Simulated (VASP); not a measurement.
# AgCl (sol) (Fm-3m) in VASP: a series of runs

AgCl (sol) is run at these levels: PBEsol; tasks: single point, relaxation of cell and atoms.

All numbers are computed with VASP 6.6.1; they aren't measurements. Logs are shortened: lines on timing, memory, paths and dates and some standing lists are left out, and cuts for length are marked.

**1. The cell of the first run**

Symmetry: Fm-3m, No. 225, cubic system. Conventional cell: a = 5.545 Å, b = 5.545 Å, c = 5.545 Å, α = 90.00°, β = 90.00°, γ = 90.00°. Ag (site symmetry m-3m) has 6 Cl at 2.77 Å within 3.7 Å. Cl (site symmetry m-3m) has 6 Ag at 2.77 Å within 3.7 Å.

**2. Single point, PBEsol**

INCAR

```
SYSTEM = AgCl
ALGO = Normal
EDIFF = 1E-6
ENCUT = 500
GGA = PS
GGA_COMPAT = .FALSE.
ISIF = 2
ISMEAR = 0
LASPH = .TRUE.
LCHARG = .FALSE.
LREAL = .FALSE.
LWAVE = .FALSE.
NBANDS = 16
NELM = 120
PREC = Accurate
SIGMA = 0.1
```

KPOINTS

```
k-points
0
G
  6 6 6
  0 0 0
```

POSCAR

```
AgCl
1.0
    0.0000000000      2.7726630000      2.7726630000
    2.7726630000      0.0000000000      2.7726630000
    2.7726630000      2.7726630000      0.0000000000
Ag Cl
1 1
Direct
    0.0000000000      0.0000000000      0.0000000000
    0.5000000000      0.5000000000      0.5000000000
```

Potentials or basis: VASP PAW PBE potentials, release 64 (Ag, Cl).

The run is started by

```console
cat potpaw_PBE.64/Ag/POTCAR potpaw_PBE.64/Cl/POTCAR > POTCAR
mpirun -np 1 vasp_std > vasp.out
```

OUTCAR:

```text
SYSTEM = AgCl
   EDIFF = 1E-6
   ENCUT = 500
   GGA = PS
   ISIF = 2
   ISMEAR = 0
   LASPH = .TRUE.
   LREAL = .FALSE.
   NELM = 120
   PREC = Accurate

 ion  position               nearest neighbor table
   1  0.000  0.000  0.000-   2 2.77   2 2.77   2 2.77   2 2.77   2 2.77   2 2.77
   2  0.500  0.500  0.500-   1 2.77   1 2.77   1 2.77   1 2.77   1 2.77   1 2.77

  LATTYP: Found a face centered cubic cell.
 ALAT       =     5.5453260000

  Lattice vectors:

 A1 = (   0.0000000000,   2.7726630000,   2.7726630000)
 A2 = (   2.7726630000,   0.0000000000,   2.7726630000)
 A3 = (   2.7726630000,   2.7726630000,   0.0000000000)

Analysis of symmetry for initial positions (statically):
=====================================================================
 Subroutine PRICEL returns:
 Original cell was already a primitive cell.

 Routine SETGRP: Setting up the symmetry group for a
 face centered cubic supercell.

 Subroutine GETGRP returns: Found 48 space group operations
 (whereof 48 operations were pure point group operations)
 out of a pool of 48 trial point group operations.

The static configuration has the point symmetry O_h .

Analysis of symmetry for dynamics (positions and initial velocities):
=====================================================================
 Subroutine PRICEL returns:
 Original cell was already a primitive cell.

 Routine SETGRP: Setting up the symmetry group for a
 face centered cubic supercell.

 Subroutine GETGRP returns: Found 48 space group operations
 (whereof 48 operations were pure point group operations)
 out of a pool of 48 trial point group operations.

The dynamic configuration has the point symmetry O_h .

 Subroutine INISYM returns: Found 48 space group operations
 (whereof 48 operations are pure point group operations),
 and found     1 'primitive' translations

----------------------------------------------------------------------------------------

                                     Primitive cell

  volume of cell :      42.6306

  direct lattice vectors                    reciprocal lattice vectors
     0.000000000  2.772663000  2.772663000    -0.180332049  0.180332049  0.180332049
     2.772663000  0.000000000  2.772663000     0.180332049 -0.180332049  0.180332049
     2.772663000  2.772663000  0.000000000     0.180332049  0.180332049 -0.180332049

  length of vectors
     3.921137618  3.921137618  3.921137618     0.312344271  0.312344271  0.312344271

  position of ions in fractional coordinates (direct lattice)
     0.000000000  0.000000000  0.000000000
[... 69 lines left out ...]
   EDIFF  = 0.1E-05   stopping-criterion for ELM
   LREAL  =      F    real-space projection
   EDIFFG = 0.1E-04   stopping-criterion for IOM
   NSW    =      0    number of steps for IOM
   IBRION =     -1    ionic relax: 0-MD 1-quasi-New 2-CG
   NFREE  =      0    steps in history (QN), initial steepest desc. (CG)
   ISIF   =      2    stress and relaxation
   ISYM   =      2    0-nonsym 1-usesym 2-fastsym
   POTIM  = 0.5000    time-step for ionic-motion
   TEBEG  =    0.0;   TEEND  =   0.0 temperature during run
   PSTRESS=    0.0 pullay stress
   NELECT =      18.0000    total number of electrons
   NUPDOWN=      -1.0000    fix difference up-down
   EMIN   =  10.00;   EMAX   =-10.00  energy-range for DOS
   EFERMI =   0.00;   METHOD = LEGACY
   ISMEAR =     0;   SIGMA  =   0.10  broadening in eV -4-tet -1-fermi 0-gaus
   EFERMI_NEDOS =   21; number of points for ismear=-14 and -15
   IALGO  =     38    algorithm
   IMIX   =      4    mixing-type and parameters
     AMIX     =   0.40;   BMIX     =  1.00
     AMIX_MAG =   1.60;   BMIX_MAG =  1.00
  volume/ion in A,a.u.               =      21.32       143.84
  Fermi-wavevector in a.u.,A,eV,Ry     =   1.228170  2.320905 20.523058  1.508402
  Thomas-Fermi vector in A             =   2.363106
   LORBIT       =      0    0 simple, 1 ext, 2 COOP (PROOUT), +10 PAW based schemes
   GGA     = PS    functional components
   LHFCALC =     F    Hartree Fock is set to
   AEXX    =    0.0000 exact exchange contribution
   IVDW    =     0    specifies the selected vdW correction
   LEPSILON=     F    determine dielectric tensor
   LRPA    =     F    only Hartree local field effects (RPA)
 non-spin polarized calculation
 Gauss-broadening in eV      SIGMA  =   0.10
  energy-cutoff  :      500.00
  volume of cell :       42.63
 maximum number of plane-waves:      1106
 NGX is ok and might be reduce to    30
   NGX = 15   NGY = 15   NGZ = 15

 number of electron      18.0000005 magnetization

 Free energy of the ion-electron system (eV)
  ---------------------------------------------------
  ext. energy  EPLUGINS =         0.00000000
  ---------------------------------------------------
  free energy    TOTEN  =        -6.04096249 eV

  energy without entropy =       -6.04096249  energy(sigma->0) =       -6.04096249

 E-fermi :   4.0989     XC(G=0): -10.2181

 val. band max:        3.7203872615   @ k =   0.5000   0.0000   0.0000
 cond. band min:       4.4499527764   @ k =   0.0000   0.0000   0.0000
 fundamental gap:      0.7295655149
 Fermi energy:         4.0989316210

 k-point     1 :       0.0000    0.0000    0.0000
  band No.  band energies     occupation
      1     -11.4255      2.00000
      2       1.2432      2.00000
      3       1.2432      2.00000
      4       1.2432      2.00000
      5       1.2826      2.00000
      6       1.2826      2.00000
[... 281 lines left out ...]
      3      -0.3319      2.00000
      4      -0.0419      2.00000
      5       1.5177      2.00000
      6       1.7292      2.00000
[... 8 lines left out ...]
     15      17.9345      0.00000
     16      18.8526      0.00000

------------------------ aborting loop because EDIFF is reached ----------------------------------------

  FORCE on cell =-STRESS in cart. coord.  units (eV):
  Direction    XX          YY          ZZ          XY          YZ          ZX
  --------------------------------------------------------------------------------------
  -------------------------------------------------------------------------------------
  Total       -0.7192987     -0.7192987     -0.7192987     -0.0000000      0.0000000     -0.0000000
  in kB      -27.0332698    -27.0332698    -27.0332698     -0.0000000      0.0000000     -0.0000000
  external PRESSURE =     -27.0332698 kB  Pullay stress =       0.0000000 kB

 VOLUME and BASIS-vectors are now :
 -----------------------------------------------------------------------------
  energy-cutoff  :      500.00
  volume of cell :       42.63
      direct lattice vectors                 reciprocal lattice vectors
     0.000000000  2.772663000  2.772663000    -0.180332049  0.180332049  0.180332049
     2.772663000  0.000000000  2.772663000     0.180332049 -0.180332049  0.180332049
     2.772663000  2.772663000  0.000000000     0.180332049  0.180332049 -0.180332049

 POSITION                                       TOTAL-FORCE (eV/Angst)
 -----------------------------------------------------------------------------------
      0.00000      0.00000      0.00000         0.000000      0.000000      0.000000
      2.77266      2.77266      2.77266        -0.000000      0.000000     -0.000000
 -----------------------------------------------------------------------------------
    total drift:                               -0.000000      0.000000      0.000000

  FREE ENERGIE OF THE ION-ELECTRON SYSTEM (eV)
  ---------------------------------------------------
  free  energy   TOTEN  =        -6.0409624884 eV

  energy  without entropy=       -6.0409624859  energy(sigma->0) =       -6.04096249
```

stdout:

```text
POSCAR found type information on POSCAR AgCl
 POSCAR found :  2 types and       2 ions
 scaLAPACK will be used
 -----------------------------------------------------------------------------
|                                                                             |
|                                                                             |
|     You enforced a specific xc type in the INCAR file but a different       |
|     I HOPE YOU KNOW WHAT YOU ARE DOING!                                     |
|                                                                             |
 -----------------------------------------------------------------------------

 LDA part: xc-table for (Slater+PW92), standard interpolation
 POSCAR, INCAR and KPOINTS ok, starting setup
 FFT: planning ... GRIDC
 FFT: planning ... GRID_SOFT
 FFT: planning ... GRID
 WAVECAR not read
 entering main loop
```

Wall time 18 s (1 thread of Intel Xeon 8259CL, shared host); peak memory 0.17 GiB.

Results:

* Free energy: -6.0410 eV
* Pressure: -2.7 GPa
* Band gap on the k mesh: 0.73 eV, indirect (least direct gap 3.06 eV)

Levels at points of the mesh, in eV from the valence-band top:
```csv
k point,band 5,band 6,band 7,band 8,band 9,band 10,band 11,band 12,band 13,band 14
"(0.00, 0.00, 0.00)",-2.44,-2.44,-2.33,-2.33,-2.33,0.73,10.74,10.74,10.74,12.08
"(0.50, 0.00, 0.00)",-2.10,-2.10,-1.79,0.00,0.00,4.03,6.44,7.53,7.53,13.33
"(0.50, 0.50, 0.00)",-2.82,-2.24,-1.98,-1.98,-1.90,2.24,7.85,8.46,11.35,11.35
```

Caveat: the PAW data sets were made with another functional, which shifts forces and pressure a little.

**3. Single point, PBEsol**

This run uses another cell than the first one, of 20.22 Å³/atom, 0.948 times its volume.

INCAR

```
SYSTEM = AgCl
PREC = Accurate ; ENCUT = 500
EDIFF = 1E-6 ; ISMEAR = 0
SIGMA = 0.02 ; LREAL = .False.
LASPH = .True. ; NELM = 120
ALGO = Normal ; ISIF = 2
LWAVE = .False. ; LCHARG = .False.
GGA = PS ; NBANDS = 16
GGA_COMPAT = .False.
```

KPOINTS

```
Automatic mesh
0
Gamma
  8 8 8
  0 0 0
```

POSCAR

```
AgCl
1.0
    0.0000000000      2.7242195736      2.7242195736
    2.7242195736      0.0000000000      2.7242195736
    2.7242195736      2.7242195736      0.0000000000
Ag Cl
1 1
Direct
    0.0000000000      0.0000000000      0.0000000000
    0.5000000000      0.5000000000      0.5000000000
```

Potentials or basis: VASP PAW PBE potentials, release 64 (Ag, Cl).

The run is started by

```console
cat potpaw_PBE.64/Ag/POTCAR potpaw_PBE.64/Cl/POTCAR > POTCAR
mpirun -np 1 vasp_std > vasp.out
```

Wall time 22 s (1 thread of Intel Xeon 8259CL, shared host); peak memory 0.16 GiB.

Results (log left out):

```
Free energy            : -6.0610 eV
Pressure               : -0.1 GPa
Band gap on the k mesh : 0.72 eV, indirect (least direct gap 3.22 eV)
```

Levels at points of the mesh, in eV from the valence-band top:
```csv
k point,band 7,band 8,band 9,band 10,band 11,band 12
"(0.00, 0.00, 0.00)",-2.56,-2.56,-2.56,0.72,10.73,10.73
"(0.50, 0.00, 0.00)",-1.93,0.00,0.00,3.88,6.74,7.42
"(0.50, 0.50, 0.00)",-2.14,-2.14,-2.02,2.14,7.78,8.63
```

Caveat: the PAW data sets were made with another functional, which shifts forces and pressure a little.

**4. Relaxation of cell and atoms, PBEsol**

INCAR

```
ALGO     = Normal         # electronic algorithm
EDIFF    = 1E-7           # SCF threshold, eV
EDIFFG   = -0.002         # ionic threshold
ENCUT    = 500            # plane-wave cutoff, eV
GGA      = PS             # functional
GGA_COMPAT= F            
IBRION   = 2              # ionic algorithm
ISIF     = 3              # what is computed and relaxed
ISMEAR   = 0              # smearing method
LASPH    = T              # aspherical terms in the spheres
LCHARG   = F              # write CHGCAR
LREAL    = F              # projectors in reciprocal space
LWAVE    = F              # write WAVECAR
NELM     = 120            # most SCF steps
NELMIN   = 4            
NSW      = 100            # ionic steps
PREC     = Accurate       # precision mode
SIGMA    = 0.02           # smearing width, eV
```

KPOINTS

```
k-points
0
Gamma
  8 8 8
```

POSCAR

```
AgCl
1.0
    0.0000000000      2.7726630000      2.7726630000
    2.7726630000      0.0000000000      2.7726630000
    2.7726630000      2.7726630000      0.0000000000
Ag Cl
1 1
Direct
    0.0000000000      0.0000000000      0.0000000000
    0.5000000000      0.5000000000      0.5000000000
```

The run is started by

```console
cat potpaw_PBE.64/Ag/POTCAR potpaw_PBE.64/Cl/POTCAR > POTCAR
mpirun -np 1 vasp_std > vasp.out
```

It took 63 s on 1 thread of Intel Xeon 8259CL, shared host; peak memory 0.18 GiB.

Results (log left out):

* Free energy: -6.0621 eV
* Relaxed volume: 20.17 Å³/atom
* Relaxed cell: a = 3.850 Å, b = 3.850 Å, c = 3.850 Å, α = 60.00°, β = 60.00°, γ = 60.00°
* Space group after relaxing (to 0.05 Å): Fm-3m (No. 225)
* Energy gained by relaxing: 10.3 meV/atom
* Ionic steps: 3
* Pressure after relaxing: 0.0 GPa
* Band gap on the k mesh: 0.72 eV, indirect (least direct gap 3.23 eV)

The path:
| step | energy change (eV) | largest force (eV/Å) | pressure (GPa) | volume (Å³) |
| --- | --- | --- | --- | --- |
| 1 | 0.0000 | 0.0000 | -2.70 | 42.63 |
| 2 | -0.0205 | 0.0000 | -0.15 | 40.45 |
| 3 | -0.0205 | 0.0000 | -0.02 | 40.35 |

Final structure:
```cif
data_structure
_symmetry_space_group_name_H-M 'P 1'
_symmetry_Int_Tables_number 1
_cell_length_a 3.8498
_cell_length_b 3.8498
_cell_length_c 3.8498
_cell_angle_alpha 60.000
_cell_angle_beta 60.000
_cell_angle_gamma 60.000
_cell_volume 40.35
loop_
_atom_site_label
_atom_site_type_symbol
_atom_site_fract_x
_atom_site_fract_y
_atom_site_fract_z
_atom_site_occupancy
Ag1 Ag 0.00000 0.00000 0.00000 1
Cl1 Cl 0.50000 0.50000 0.50000 1
```

Levels at points of the mesh, in eV from the valence-band top:
```
           k point  band 7  band 8  band 9  band 10  band 11  band 12
(0.00, 0.00, 0.00)   -2.57   -2.57   -2.57     0.72    10.72    10.72
(0.50, 0.00, 0.00)   -1.94    0.00    0.00     3.88     6.75     7.42
(0.50, 0.50, 0.00)   -2.15   -2.15   -2.02     2.14     7.78     8.64
```

Caveat: the PAW data sets were made with another functional, which shifts forces and pressure a little. A k mesh can miss the band edges.

**5. Overview**

```csv
task,cell,k mesh,smearing,gap on the mesh (eV),pressure (GPa)
single point,"a = 3.921 Å, angles 60.0°, 2 atoms",6 × 6 × 6,gaussian 0.1 eV,0.73,-2.7
single point,"a = 3.853 Å, angles 60.0°, 2 atoms",8 × 8 × 8,gaussian 0.02 eV,0.72,-0.1
relaxation of cell and atoms,"relaxed from a = 3.921 Å, angles 60.0°, 2 atoms",8 × 8 × 8,gaussian 0.02 eV,0.72,0.0
```

Alike in all rows: level PBEsol; potentials or basis VASP PAW PBE potentials, release 64 (Ag, Cl); no spin polarisation; cutoff (eV) 500.

Caveats: the PAW data sets were made with another functional, which shifts forces and pressure a little.

Absolute energies hang on the potentials; compare differences alone.
